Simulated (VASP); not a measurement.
# Sb2Au (Fm-3m) in VASP: further runs, part 3 of 3

VASP 6.6.1.

### 5 Electric field gradients, LDA (25.06 Å³/atom)

This run uses another cell than the first one, of 25.06 Å³/atom.

Contents of INCAR:

```
PREC = Accurate ; ENCUT = 520
EDIFF = 1E-8 ; ISMEAR = -1
SIGMA = 0.08 ; LREAL = F
LASPH = T ; NELM = 60
ALGO = Normal ; ISIF = 2
LWAVE = F ; LCHARG = F
LEFG = T ; NBANDS = 18
```

Contents of KPOINTS:

```
regular mesh
0
Gamma
  9 9 9
```

Contents of POSCAR:

```
Sb2Au
1.0
    0.0000000000      3.3500403774      3.3500403774
    3.3500403774      0.0000000000      3.3500403774
    3.3500403774      3.3500403774      0.0000000000
Sb Au
2 1
Direct
    0.2500000000      0.2500000000      0.2500000000
    0.7500000000      0.7500000000      0.7500000000
    0.0000000000      0.0000000000      0.0000000000
```

Potentials or basis: VASP PAW LDA potentials, release 64 (Sb, Au).

Launch:

```
$ cat potpaw_LDA.64/Sb/POTCAR potpaw_LDA.64/Au/POTCAR > POTCAR
$ mpirun -np 1 vasp_std > vasp.out
```

OUTCAR:

```text
PREC = Accurate
   ENCUT = 520
   EDIFF = 1E-8
   ISMEAR = -1
   LREAL = F
   LASPH = T
   NELM = 60
   ISIF = 2

 ion  position               nearest neighbor table
   1  0.250  0.250  0.250-   3 2.90   3 2.90   3 2.90   3 2.90   2 3.35   2 3.35   2 3.35   2 3.35
                             2 3.35   2 3.35
   2  0.750  0.750  0.750-   3 2.90   3 2.90   3 2.90   3 2.90   1 3.35   1 3.35   1 3.35   1 3.35
                             1 3.35   1 3.35
   3  0.000  0.000  0.000-   2 2.90   2 2.90   2 2.90   1 2.90   2 2.90   1 2.90   1 2.90   1 2.90

  LATTYP: Found a face centered cubic cell.
 ALAT       =     6.7000807548

  Lattice vectors:

 A1 = (   0.0000000000,   3.3500403774,   3.3500403774)
 A2 = (   3.3500403774,   0.0000000000,   3.3500403774)
 A3 = (   3.3500403774,   3.3500403774,   0.0000000000)

Analysis of symmetry for initial positions (statically):
=====================================================================
 Subroutine PRICEL returns:
 Original cell was already a primitive cell.

 Routine SETGRP: Setting up the symmetry group for a
 face centered cubic supercell.

 Subroutine GETGRP returns: Found 48 space group operations
 (whereof 48 operations were pure point group operations)
 out of a pool of 48 trial point group operations.

The static configuration has the point symmetry O_h .

Analysis of symmetry for dynamics (positions and initial velocities):
=====================================================================
 Subroutine PRICEL returns:
 Original cell was already a primitive cell.

 Routine SETGRP: Setting up the symmetry group for a
 face centered cubic supercell.

 Subroutine GETGRP returns: Found 48 space group operations
 (whereof 48 operations were pure point group operations)
 out of a pool of 48 trial point group operations.

The dynamic configuration has the point symmetry O_h .

 Subroutine INISYM returns: Found 48 space group operations
 (whereof 48 operations are pure point group operations),
 and found     1 'primitive' translations

----------------------------------------------------------------------------------------

                                     Primitive cell

  volume of cell :      75.1935

  direct lattice vectors                    reciprocal lattice vectors
     0.000000000  3.350040377  3.350040377    -0.149251932  0.149251932  0.149251932
     3.350040377  0.000000000  3.350040377     0.149251932 -0.149251932  0.149251932
     3.350040377  3.350040377  0.000000000     0.149251932  0.149251932 -0.149251932

  length of vectors
     4.737672536  4.737672536  4.737672536     0.258511930  0.258511930  0.258511930

  position of ions in fractional coordinates (direct lattice)
     0.250000000  0.250000000  0.250000000
     0.750000000  0.750000000  0.750000000
     0.000000000  0.000000000  0.000000000

  ion indices of the primitive-cell ions
   primitive index   ion index
                 1           1
                 2           2
                 3           3
[... 81 lines left out ...]
   TEBEG  =    0.0;   TEEND  =   0.0 temperature during run
   PSTRESS=    0.0 pullay stress
   NELECT =      21.0000    total number of electrons
   NUPDOWN=      -1.0000    fix difference up-down
   EMIN   =  10.00;   EMAX   =-10.00  energy-range for DOS
   EFERMI =   0.00;   METHOD = LEGACY
   ISMEAR =    -1;   SIGMA  =   0.08  broadening in eV -4-tet -1-fermi 0-gaus
   EFERMI_NEDOS =   21; number of points for ismear=-14 and -15
   IALGO  =     38    algorithm
   IMIX   =      4    mixing-type and parameters
     AMIX     =   0.40;   BMIX     =  1.00
     AMIX_MAG =   1.60;   BMIX_MAG =  1.00
  volume/ion in A,a.u.               =      25.06       169.14
  Fermi-wavevector in a.u.,A,eV,Ry     =   1.070092  2.022181 15.579997  1.145097
  Thomas-Fermi vector in A             =   2.205792
   LORBIT       =      0    0 simple, 1 ext, 2 COOP (PROOUT), +10 PAW based schemes
   GGA     = CA    functional components
   LHFCALC =     F    Hartree Fock is set to
   AEXX    =    0.0000 exact exchange contribution
   IVDW    =     0    specifies the selected vdW correction
   LEPSILON=     F    determine dielectric tensor
   LRPA    =     F    only Hartree local field effects (RPA)
 non-spin polarized calculation
  energy-cutoff  :      520.00
  volume of cell :       75.19
 maximum number of plane-waves:      2085
   NGX = 17   NGY = 17   NGZ = 17

 number of electron      21.0000001 magnetization

 Free energy of the ion-electron system (eV)
  ---------------------------------------------------
  ext. energy  EPLUGINS =         0.00000000
  ---------------------------------------------------
  free energy    TOTEN  =       -13.88248772 eV

  energy without entropy =      -13.85799616  energy(sigma->0) =      -13.87024194

 E-fermi :   8.3246     XC(G=0): -10.5601

 val. band max:        8.2626985236   @ k =  -0.1111   0.1111   0.0000
 cond. band min:       8.3563821944   @ k =   0.3333   0.1111   0.0000
 fundamental gap:      0.0936836708
 Fermi energy:         8.3246359360

 k-point     1 :       0.0000    0.0000    0.0000
  band No.  band energies     occupation
      1      -4.4750      2.00000
      2       1.4861      2.00000
      3       1.8635      2.00000
      4       1.8635      2.00000
      5       1.8635      2.00000
      6       3.1238      2.00000
[... 481 lines left out ...]
      5       2.7291      2.00000
      6       3.2308      2.00000
[... 10 lines left out ...]
     17      16.3704      0.00000
     18      16.3704      0.00000

 [... further k-points ...]

------------------------ aborting loop because EDIFF is reached ----------------------------------------

  FORCE on cell =-STRESS in cart. coord.  units (eV):
  Direction    XX          YY          ZZ          XY          YZ          ZX
  --------------------------------------------------------------------------------------
  -------------------------------------------------------------------------------------
  Total        0.5418174      0.5418174      0.5418174      0.0000000     -0.0000000     -0.0000000
  in kB       11.5447193     11.5447193     11.5447193      0.0000000     -0.0000000     -0.0000000
  external PRESSURE =      11.5447193 kB  Pullay stress =       0.0000000 kB

 VOLUME and BASIS-vectors are now :
 -----------------------------------------------------------------------------
  energy-cutoff  :      520.00
  volume of cell :       75.19
      direct lattice vectors                 reciprocal lattice vectors
     0.000000000  3.350040377  3.350040377    -0.149251932  0.149251932  0.149251932
     3.350040377  0.000000000  3.350040377     0.149251932 -0.149251932  0.149251932
     3.350040377  3.350040377  0.000000000     0.149251932  0.149251932 -0.149251932

 POSITION                                       TOTAL-FORCE (eV/Angst)
 -----------------------------------------------------------------------------------
      1.67502      1.67502      1.67502        -0.000000      0.000000      0.000000
      5.02506      5.02506      5.02506        -0.000000     -0.000000     -0.000000
      0.00000      0.00000      0.00000         0.000000     -0.000000      0.000000
 -----------------------------------------------------------------------------------
    total drift:                               -0.000000      0.000000      0.000000

  FREE ENERGIE OF THE ION-ELECTRON SYSTEM (eV)
  ---------------------------------------------------
  free  energy   TOTEN  =       -13.8824877164 eV

  energy  without entropy=      -13.8579961615  energy(sigma->0) =      -13.87024194

 Electric field gradients (V/A^2)
---------------------------------------------------------------------
 ion       V_xx      V_yy      V_zz      V_xy      V_xz      V_yz
---------------------------------------------------------------------
   1       0.000     0.000    -0.000     0.000     0.000     0.000
   2       0.000     0.000    -0.000     0.000     0.000     0.000
   3       0.000    -0.000     0.000     0.001     0.001     0.001
---------------------------------------------------------------------

 Electric field gradients after diagonalization (V/A^2)
 (convention: |V_zz| > |V_xx| > |V_yy|)
----------------------------------------------------------------------
 ion       V_xx      V_yy      V_zz     asymmetry (V_yy - V_xx)/ V_zz
----------------------------------------------------------------------
   1      -0.000    -0.000     0.000       0.000
   2      -0.000    -0.000     0.000       0.000
   3      -0.001    -0.001     0.001       0.000
----------------------------------------------------------------------

           NMR quadrupolar parameters

 Cq : quadrupolar parameter    Cq=e*Q*V_zz/h
 eta: asymmetry parameters     (V_yy - V_xx)/ V_zz
 Q  : nuclear electric quadrupole moment in mb (millibarn)
----------------------------------------------------------------------
 ion       Cq(MHz)       eta       Q (mb)
----------------------------------------------------------------------
   1       0.000       0.000       1.000
   2       0.000       0.000       1.000
   3       0.000       0.000       1.000
----------------------------------------------------------------------
```

Wall time 64 s (1 thread of Intel Xeon Platinum 8259CL at 2.50GHz (Skylake/Cascade Lake), shared host); peak memory 0.2 GiB.

What came out:

```yaml
Free_energy: -13.8825 eV
Pressure: 1.2 GPa
Band_gap_on_the_k_mesh: zero (an odd number of electrons rules out a gap without spin polarisation)
Largest_electric_field_gradient_by_atom: zero within the noise of the run
```

Caveat: spin-orbit coupling is left out, which moves the levels of the heavy elements.

### 6 The runs side by side

| cell | gap on the mesh (eV) | pressure (GPa) |
| --- | --- | --- |
| a = 4.643 Å, angles 60.0°, 3 atoms | none | 7.8 |
| a = 4.691 Å, angles 60.0°, 3 atoms | none | 4.2 |
| a = 4.738 Å, angles 60.0°, 3 atoms | none | 1.2 |

Alike in all rows: task electric field gradients; level LDA; potentials or basis VASP PAW LDA potentials, release 64 (Sb, Au); no spin polarisation; k mesh 9 × 9 × 9; cutoff (eV) 520; smearing fermi-dirac 0.08 eV.

Caveats: spin-orbit coupling is left out, which moves the levels of the heavy elements; the cell stands under pressure (at least some runs).

Total energies depend on the potentials used, so only differences within one code and one set of settings carry meaning.
